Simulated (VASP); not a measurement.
Here is a VASP 6.6.1 calculation.

INCAR

```
PREC     = Accurate       # precision mode
ENCUT    = 520            # plane-wave cutoff, eV
EDIFF    = 1E-7           # SCF threshold, eV
ISMEAR   = 0              # smearing method
SIGMA    = 0.01           # smearing width, eV
LREAL    = F              # projectors in reciprocal space
LASPH    = T              # aspherical terms in the spheres
NELM     = 80             # most SCF steps
ALGO     = Normal         # electronic algorithm
ISIF     = 2              # what is computed and relaxed
LWAVE    = F              # write WAVECAR
LCHARG   = F              # write CHGCAR
GGA      = PE             # functional
IVDW     = 13             # dispersion correction
NBANDS   = 32             # bands
```

KPOINTS

```
regular mesh
0
Gamma
  6 6 6
```

The input POSCAR:

```
Bi2Te3
1.0
    2.2218585726      1.2827905028     10.2994411172
   -2.2218585726      1.2827905028     10.2994411172
    0.0000000000     -2.5655810056     10.2994411172
Bi Te
2 3
Direct
    0.4000000000      0.4000000000      0.4000000000
    0.6000000000      0.6000000000      0.6000000000
    0.0000000000      0.0000000000      0.0000000000
    0.2095000000      0.2095000000      0.2095000000
    0.7905000000      0.7905000000      0.7905000000
```

Potentials or basis: VASP PAW PBE potentials, release 64 (Bi_d, Te).

Launch:

```sh
$ cat potpaw_PBE.64/Bi_d/POTCAR potpaw_PBE.64/Te/POTCAR > POTCAR
$ mpirun -np 1 vasp_std > vasp.out
```

Question: What does it give for the pressure?

Answer: -2.2 GPa.

Question: Estimate the band gap on the k mesh.

Answer: 0.30 eV.

Question: Estimate the dispersion energy per atom.

Answer: -0.473 eV.

Forces in eV/Å, atoms in the order of the input:
```
Bi   0.000  0.000  0.106
Bi   0.000  0.000 -0.106
Te   0.000  0.000  0.000
Te   0.000  0.000  0.263
Te   0.000  0.000 -0.263
```

Caveat: spin-orbit coupling is left out, which moves the levels of the heavy elements. A k mesh can miss the band edges.
